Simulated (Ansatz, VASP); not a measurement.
# Si: VASP beside Ansatz

```xyz
2
Lattice="0.0000 2.7349 2.7349 2.7349 0.0000 2.7349 2.7349 2.7349 0.0000" Properties=species:S:1:pos:R:3 pbc="T T T"
Si    0.0000    0.0000    0.0000
Si    1.3675    1.3675    1.3675
```

Alike in both runs: functional PBE; k mesh 13 × 13 × 13; occupations fermi-dirac, width 0.05 eV; no spin polarisation.

Ansatz relaxed the structure, and its values are those at the end. VASP's run is a single point on that final structure, the one shown.

|  | VASP | Ansatz |
| --- | --- | --- |
| version | VASP 6.6.1 | Ansatz 0.2.0 |
| potentials or method | VASP PAW PBE potentials, release 64 (Si) | PAW with Ansatz's default frozen-core files, scalar-relativistic |
| plane-wave cutoff (eV) | 520 | 420 |
| valence electrons in the cell | 8 | 8 |

```csv
,VASP,Ansatz,Ansatz less VASP
pressure (GPa),-0.1,0.0,+0.08
```

The functional is the same, so the differences come from potentials, cutoffs and numerics.
